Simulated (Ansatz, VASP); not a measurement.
**Two plane-wave programs on Be**

```
Be
1.0
     0.00000    1.58084    1.58084
     1.58084    0.00000    1.58084
     1.58084    1.58084    0.00000
Be
1
Direct
  0.00000 0.00000 0.00000
```

Alike in both runs: task relaxation of cell and atoms; functional PBE; k mesh 22 × 22 × 22; occupations gaussian, width 0.1 eV; no spin polarisation.

```csv
,VASP,Ansatz
version,VASP 6.6.1,Ansatz 0.2.0
potentials or method,"VASP PAW PBE potentials, release 64 (Be), cutoff 600 eV","scalar-relativistic, plane waves, PAW"
valence electrons in the cell,2,2
```

VASP gave:

```
gap on the k mesh at the Fermi level, each at its own relaxed structure (eV) : none
relaxed volume (Å³/atom)                                                     : 7.89
relaxed cell length with the largest relative difference (Å)                 : 2.234
```

Problem. Which values does Ansatz return?

Solution. gap on the k mesh at the Fermi level, each at its own relaxed structure (eV): none; relaxed volume (Å³/atom): 7.87; relaxed cell length with the largest relative difference (Å): 2.233.

A gap of «none» marks a metal or a gap that the smearing closes.
